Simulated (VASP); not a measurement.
# Zr: electric field gradients with PBEsol

The system is Zr.

```
Zr
1.0
     3.17721    0.00000    0.00000
    -1.58860    2.75154    0.00000
     0.00000    0.00000    5.05975
Zr
2
Direct
  0.33333 0.66667 0.25000
  0.66667 0.33333 0.75000
```

This cell differs from its parent crystal: volume scaled by 0.95.

```
Program                : VASP 6.6.1
Task                   : electric field gradients
Functional             : PBEsol
Potentials or basis    : VASP PAW PBE potentials, release 64 (Zr_sv)
Cutoff                 : 520 eV
k mesh                 : 13 × 13 × 7
Occupations            : fermi-dirac, width 0.08 eV
Spin                   : no spin polarisation
Dipole correction      : no
Further INCAR settings : ALGO = Normal; EDIFF = 1e-08; NBANDS = 19
```

The pressure is 1.7 GPa. The band gap on the k mesh is zero (band 12 reaches 10.45 eV, above the bottom of band 13 at 9.25 eV).

Stress tensor (GPa, compression positive):
```
1.34 0.00 0.00
0.00 1.34 0.00
0.00 0.00 2.48
```

Levels at points of the mesh, in eV from the Fermi level:
```csv
k point,band 9,band 10,band 11,band 12,band 13,band 14,band 15,band 16
"(0.00, 0.00, 0.00)",-5.75,-3.18,0.87,0.87,1.04,1.40,1.62,1.62
```

Electric field gradients, principal values (V/Å²):
```
atom    least   middle  greatest (by size)
1 Zr  -23.270  -23.270              46.541
2 Zr  -23.270  -23.270              46.541
```

Run time: 38 s on 1 thread of Intel(R) Xeon(R) Platinum 8488C (Sapphire Rapids), with other jobs on the host, peak memory 0.19 GiB.

Caveat: without QUAD_EFG the Cq values of the log hold for a quadrupole moment of 1 mb, not for the nuclei; the PAW data sets were made with another functional, which shifts forces and pressure a little.
